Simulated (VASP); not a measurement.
# CdS (R3m) in VASP: G0W0 quasiparticle levels with PBE

Aim: the G0W0 quasiparticle levels of CdS with PBE.

All numbers are computed with VASP 6.6.1; they aren't measurements. Logs are shortened: lines on timing, memory, paths and dates and some standing lists are left out, and cuts for length are marked.

## 1. The cell of the first run

The structure is trigonal, space group R3m (No. 160). The conventional cell has a = 4.240 Å, b = 4.240 Å, c = 10.002 Å, α = 90.00°, β = 90.00°, γ = 120.00°. Within 3.4 Å of Cd (site symmetry 3m) lie 4 S at 2.55 to 2.57 Å. Within 3.4 Å of S (site symmetry 3m) lie 4 Cd at 2.55 to 2.57 Å.

## 2. G0W0 quasiparticle levels, PBE

Contents of POSCAR:

```
CdS
1.0
   -0.0737606947      2.9242384452      2.9242384452
    2.9242384452     -0.0737606947      2.9242384452
    2.9242384452      2.9242384452     -0.0737606947
Cd S
1 1
Direct
   -0.0026482504     -0.0026482504     -0.0026482504
    0.2526482504      0.2526482504      0.2526482504
```

Contents of INCAR.step1:

```
SYSTEM = CdS
PREC = Accurate
ENCUT = 500
EDIFF = 1E-8
ISMEAR = 0
SIGMA = 0.01
LREAL = .False.
LASPH = .True.
NELM = 100
ALGO = Normal
LWAVE = .True.
LCHARG = .False.
GGA = PE
```

Contents of INCAR.step2:

```
SYSTEM = CdS
PREC = Accurate
ENCUT = 500
EDIFF = 1E-8
ISMEAR = 0
SIGMA = 0.01
LREAL = .False.
LASPH = .True.
NELM = 1
ALGO = Exact
LWAVE = .True.
LCHARG = .False.
GGA = PE
NBANDS = 225
LOPTICS = .True.
ISTART = 1
```

Contents of INCAR.step3:

```
SYSTEM = CdS
PREC = Accurate
ENCUT = 500
EDIFF = 1E-8
ISMEAR = 0
SIGMA = 0.01
LREAL = .False.
LASPH = .True.
ALGO = EVGW0
LWAVE = .False.
LCHARG = .False.
GGA = PE
NELMGW = 1
NBANDS = 225
ENCUTGW = 150.0
NOMEGA = 96
PRECFOCK = Fast
ISTART = 1
NBANDSGW = 17
OMEGAMAX = 20
```

Contents of KPOINTS:

```
regular mesh
0
Gamma
  4 4 4
  0 0 0
```

Potentials or basis: VASP PAW PBE potentials, release 64 (Cd_GW, S_GW).

On the command line:

```
> cat potpaw_PBE.64/Cd_GW/POTCAR potpaw_PBE.64/S_GW/POTCAR > POTCAR
> cp INCAR.step1 INCAR
> mpirun -np 1 vasp_std > vasp.out
> cp INCAR.step2 INCAR
> mpirun -np 1 vasp_std > vasp.out
> cp INCAR.step3 INCAR
> mpirun -np 1 vasp_std > vasp.out
```

OUTCAR:

```text
SYSTEM = CdS
   PREC = Accurate
   ENCUT = 500
   EDIFF = 1E-8
   ISMEAR = 0
   LREAL = .False.
   LASPH = .True.
   GGA = PE
   NELMGW = 1
   ENCUTGW = 150.0
   PRECFOCK = Fast
   ISTART = 1

 ion  position               nearest neighbor table
   1  0.997  0.997  0.997-   2 2.55   2 2.57   2 2.57   2 2.57
   2  0.253  0.253  0.253-   1 2.55   1 2.57   1 2.57   1 2.57

  LATTYP: Found a trigonal (rhomboedric) cell.
 ALAT       =     4.1361554140
 COS(alpha) =     0.4746251122

  Lattice vectors:

 A1 = (  -0.0737606947,   2.9242384452,   2.9242384452)
 A2 = (   2.9242384452,  -0.0737606947,   2.9242384452)
 A3 = (   2.9242384452,   2.9242384452,  -0.0737606947)

Analysis of symmetry for initial positions (statically):
=====================================================================
 Subroutine PRICEL returns:
 Original cell was already a primitive cell.

 Routine SETGRP: Setting up the symmetry group for a
 trigonal (rhombohedral) supercell.

 Subroutine GETGRP returns: Found  6 space group operations
 (whereof  6 operations were pure point group operations)
 out of a pool of 12 trial point group operations.

The static configuration has the point symmetry C_3v.

Analysis of symmetry for dynamics (positions and initial velocities):
=====================================================================
 Subroutine PRICEL returns:
 Original cell was already a primitive cell.

 Routine SETGRP: Setting up the symmetry group for a
 trigonal (rhombohedral) supercell.

 Subroutine GETGRP returns: Found  6 space group operations
 (whereof  6 operations were pure point group operations)
 out of a pool of 12 trial point group operations.

The dynamic configuration has the point symmetry C_3v.

 Subroutine INISYM returns: Found  6 space group operations
 (whereof  6 operations are pure point group operations),
 and found     1 'primitive' translations

----------------------------------------------------------------------------------------

                                     Primitive cell

  volume of cell :      51.9031

  direct lattice vectors                    reciprocal lattice vectors
    -0.073760695  2.924238445  2.924238445    -0.164647639  0.168908161  0.168908161
     2.924238445 -0.073760695  2.924238445     0.168908161 -0.164647639  0.168908161
     2.924238445  2.924238445 -0.073760695     0.168908161  0.168908161 -0.164647639

  length of vectors
     4.136155414  4.136155414  4.136155414     0.290118559  0.290118559  0.290118559

  position of ions in fractional coordinates (direct lattice)
     0.997351750  0.997351750  0.997351750
     0.252648250  0.252648250  0.252648250

  ion indices of the primitive-cell ions
   primitive index   ion index
                 1           1
                 2           2

----------------------------------------------------------------------------------------

 KPOINTS: regular mesh

Automatic generation of k-mesh.
 Grid dimensions read from file:
 generate k-points for:    4    4    4

 Generating k-lattice:

  Cartesian coordinates                     Fractional coordinates (reciprocal lattice)
    -0.041161910  0.042227040  0.042227040     0.250000000  0.000000000  0.000000000
     0.042227040 -0.041161910  0.042227040     0.000000000  0.250000000  0.000000000
     0.042227040  0.042227040 -0.041161910     0.000000000  0.000000000  0.250000000

  Length of vectors
     0.072529640  0.072529640  0.072529640

  Shift w.r.t. Gamma in fractional coordinates (k-lattice)
     0.000000000  0.000000000  0.000000000

 Subroutine IBZKPT returns following result:
 ===========================================

 Found     13 irreducible k-points:

 Following reciprocal coordinates:
            Coordinates               Weight
  0.000000  0.000000  0.000000      1.000000
  0.250000  0.000000  0.000000      6.000000
  0.500000  0.000000  0.000000      3.000000
  0.250000  0.250000  0.000000      6.000000
  0.500000  0.250000  0.000000     12.000000
 -0.250000  0.250000  0.000000      6.000000
  0.500000  0.500000  0.000000      3.000000
  0.250000  0.250000  0.250000      2.000000
  0.500000  0.250000  0.250000      6.000000
 -0.250000  0.250000  0.250000      6.000000
  0.500000  0.500000  0.250000      6.000000
 -0.250000  0.500000  0.250000      6.000000
  0.500000  0.500000  0.500000      1.000000
   k-points           NKPTS =     13   k-points in BZ     NKDIM =     64   number of bands    NBANDS=    225
   number of dos      NEDOS =    301   number of ions     NIONS =      2
   total plane-waves  NPLWV =  27000
   dimension x,y,z NGX =    30 NGY =   30 NGZ =   30
   dimension x,y,z NGXF=    60 NGYF=   60 NGZF=   60
   ions per type =               1   1
   NGX,Y,Z   is equivalent  to a cutoff of  12.06, 12.06, 12.06 a.u.
   NGXF,Y,Z  is equivalent  to a cutoff of  24.12, 24.12, 24.12 a.u.
 SYSTEM =  CdS
   PREC   = accura    normal or accurate (medium, high low for compatibility)
   ISTART =      1    job   : 0-new  1-cont  2-samecut
   ICHARG =      0    charge: 1-file 2-atom 10-const
   ISPIN  =      1    spin polarized calculation?
   LNONCOLLINEAR =      F non collinear calculations
   LSORBIT =      F    spin-orbit coupling
   LASPH  =      T    aspherical Exc in radial PAW
   ENCUT  =  500.0 eV  36.75 Ry    6.06 a.u.   7.54  7.54  7.54*2*pi/ulx,y,z
   NELM   =     60;   NELMIN=  2; NELMDL=  0     # of ELM steps
   EDIFF  = 0.1E-07   stopping-criterion for ELM
   LREAL  =      F    real-space projection
   EDIFFG = 0.1E-06   stopping-criterion for IOM
   NSW    =      0    number of steps for IOM
   IBRION =     -1    ionic relax: 0-MD 1-quasi-New 2-CG
   NFREE  =      0    steps in history (QN), initial steepest desc. (CG)
   ISIF   =      0    stress and relaxation
   ISYM   =      3    0-nonsym 1-usesym 2-fastsym
   POTIM  = 0.5000    time-step for ionic-motion
   TEBEG  =    0.0;   TEEND  =   0.0 temperature during run
   PSTRESS=    0.0 pullay stress
   NELECT =      18.0000    total number of electrons
   NUPDOWN=      -1.0000    fix difference up-down
   EMIN   =  10.00;   EMAX   =-10.00  energy-range for DOS
   EFERMI =   0.00;   METHOD = LEGACY
   ISMEAR =     0;   SIGMA  =   0.01  broadening in eV -4-tet -1-fermi 0-gaus
   EFERMI_NEDOS =   21; number of points for ismear=-14 and -15
   IALGO  =     38    algorithm
   IMIX   =      4    mixing-type and parameters
     AMIX     =   0.40;   BMIX     =  1.00
     AMIX_MAG =   1.60;   BMIX_MAG =  1.00
  volume/ion in A,a.u.               =      25.95       175.13
  Fermi-wavevector in a.u.,A,eV,Ry     =   1.150185  2.173535 17.999501  1.322926
  Thomas-Fermi vector in A             =   2.286851
   LORBIT       =      0    0 simple, 1 ext, 2 COOP (PROOUT), +10 PAW based schemes
   GGA     = PE    functional components
   LHFCALC =     T    Hartree Fock is set to
   PRECFOCK=fast      Normal, Fast or Accurate (Low or Medium for compatibility)
   ENCUT4O =  -1.0   cutoff for four orbital integrals eV
   NKREDX  =     1    reduce k-point grid by
   NKREDY  =     1    reduce k-point grid by
   NKREDZ  =     1    reduce k-point grid by
   AEXX    =    1.0000 exact exchange contribution
   HFSCREEN=    0.0000 screening length (either q_TF or 0.3 A-1)
   HFSCREENC=   0.0000 screening length for correlation (either q_TF or 0.3 A-1)
   ENCUTFOCK=  -1.0 apply spherical cutoff to Coloumb kernel
   IVDW    =     0    specifies the selected vdW correction
   LEPSILON=     F    determine dielectric tensor
   LRPA    =     F    only Hartree local field effects (RPA)
   LRPAFORCE           =     F    calculate RPA forces
   ENCUTGW             = 150.0    cutoff for response function in eV
   ENCUTGWSOFT         = 120.0    soft cutoff for Coulomb kernel in GW response function in eV
   ENCUTLF             =  -1.0    cutoff for local field effects
   NELMGW              =     1    number of iterations in solving QP/BSE equation
   NELMHF              =     1    number of iterations in the inner HF iteration
   NKREDLFX            =     1    NKREDLFY  =   1   NKREDLFZ  =   1
 non-spin polarized calculation
 Gauss-broadening in eV      SIGMA  =   0.01
  energy-cutoff  :      500.00
  volume of cell :       51.90
 maximum number of plane-waves:      1328
  NGX = 18; NGY = 18; NGZ = 18
   NGX = 15   NGY = 15   NGZ = 15
 maximum number of plane-waves:       224
 NGX is ok and might be reduce to    18

 QP shifts <psi_nk| G(iteration)W_0 |psi_nk>: iteration 1
 for sc-GW calculations column KS-energies equals QP-energies in previous step
 and V_xc(KS)=  KS-energies - (<T + V_ion + V_H > + <T+V_H+V_ion>^1  + <V_x>^1)

 k-point   1 :       0.0000    0.0000    0.0000
  band No.  KS-energies  QP-energies   sigma(KS)   V_xc(KS)     V^pw_x(r,r')   Z            occupation Imag(sigma)

      1      -9.8560     -10.2384     -13.6416     -12.9904     -20.8566       0.5871       2.0000       0.9887
      2      -5.3609      -7.1744     -17.8212     -15.1707     -22.9244       0.6842       2.0000       0.1576
      3      -5.3609      -7.1744     -17.8212     -15.1707     -22.9244       0.6842       2.0000       0.1576
      4      -5.3433      -7.1591     -17.8725     -15.2153     -22.9828       0.6833       2.0000       0.1597
      5      -4.9394      -6.8823     -18.2939     -15.4962     -23.2481       0.6945       2.0000       0.0981
      6      -4.9394      -6.8823     -18.2939     -15.4962     -23.2481       0.6945       2.0000       0.0981
[... 9 lines left out ...]
     16      13.5485      13.8910     -10.0263     -10.5002      -4.7993       0.7226       0.0000      -0.2665
     17      15.3314      15.1361      -7.3245      -7.0576      -2.0477       0.7319       0.0000      -0.4231

 k-point   2 :       0.2500    0.0000    0.0000
  band No.  KS-energies  QP-energies   sigma(KS)   V_xc(KS)     V^pw_x(r,r')   Z            occupation Imag(sigma)

      1      -9.6655     -10.0870     -13.9309     -13.2406     -21.0608       0.6105       2.0000       0.9838
      2      -5.2968      -7.1223     -17.8978     -15.2313     -22.9885       0.6846       2.0000       0.1526
      3      -5.2886      -7.1135     -17.9262     -15.2597     -23.0261       0.6844       2.0000       0.1568
      4      -5.1286      -6.9229     -17.6687     -15.0597     -22.7031       0.6877       2.0000       0.1655
      5      -4.9392      -6.8827     -18.2882     -15.4937     -23.2487       0.6955       2.0000       0.1000
      6      -4.9312      -6.8775     -18.2990     -15.5024     -23.2589       0.6960       2.0000       0.1000
[... 9 lines left out ...]
     16      13.4845      13.2721      -7.1962      -6.9097      -2.0925       0.7413       0.0000      -0.3213
     17      16.7789      16.7844      -8.3478      -8.3552      -2.5961       0.7475       0.0000      -0.6058

 k-point   3 :       0.5000    0.0000    0.0000
  band No.  KS-energies  QP-energies   sigma(KS)   V_xc(KS)     V^pw_x(r,r')   Z            occupation Imag(sigma)
[... 190 lines left out ...]
      1      -9.3495      -9.8328     -14.4763     -13.7177     -21.4886       0.6371       2.0000       0.9427
      2      -5.1539      -7.0139     -17.9735     -15.2771     -23.0167       0.6898       2.0000       0.1461
      3      -5.1311      -7.0121     -18.0862     -15.3667     -23.1378       0.6917       2.0000       0.1388
      4      -4.9731      -6.9058     -18.2841     -15.5037     -23.2797       0.6951       2.0000       0.1147
      5      -4.9294      -6.8640     -18.2474     -15.4645     -23.2120       0.6952       2.0000       0.1053
      6      -4.3799      -6.1850     -18.2503     -15.6592     -23.2218       0.6966       2.0000       0.1399
[... 9 lines left out ...]
     16      15.1582      15.2318      -9.0705      -9.1709      -3.5235       0.7341       0.0000      -0.4625
     17      15.5343      15.9516     -10.4239     -10.9983      -4.5314       0.7265       0.0000      -0.4930

 k-point  13 :       0.5000    0.5000    0.5000
  band No.  KS-energies  QP-energies   sigma(KS)   V_xc(KS)     V^pw_x(r,r')   Z            occupation Imag(sigma)

      1      -9.4486      -9.9220     -14.3202     -13.5745     -21.3609       0.6349       2.0000       0.9562
      2      -5.2521      -7.0877     -17.9251     -15.2497     -22.9991       0.6861       2.0000       0.1490
      3      -5.2521      -7.0877     -17.9251     -15.2497     -22.9991       0.6861       2.0000       0.1490
      4      -4.8997      -6.8485     -18.3538     -15.5565     -23.3275       0.6967       2.0000       0.1023
      5      -4.8997      -6.8485     -18.3538     -15.5565     -23.3275       0.6967       2.0000       0.1023
      6      -4.5514      -6.3819     -18.1699     -15.5441     -23.1532       0.6972       2.0000       0.1459
[... 9 lines left out ...]
     16      14.5287      14.8986     -10.1620     -10.6673      -4.5252       0.7321       0.0000      -0.3908
     17      15.8139      16.1288      -9.8394     -10.2673      -3.9807       0.7360       0.0000      -0.5818
```

It took 7.7 min on 1 thread of AMD EPYC 9R45 (Zen 5), shared host; peak memory 0.68 GiB.

Results:

```yaml
Quasiparticle_gap: 1.69 eV
Least_direct_quasiparticle_gap: 1.69 eV
Band_gap_of_the_starting_levels_on_the_mesh: 0.94 eV
Least_direct_gap_of_the_starting_levels_on_the_mesh: 0.94 eV
```

Caveat: the k points lie up to 0.46 Å⁻¹ apart; bands, screening cutoff and mesh are small and nothing is extrapolated, so the quasiparticle values aren't converged; the structure was generated, so it needn't be the stable form of CdS.
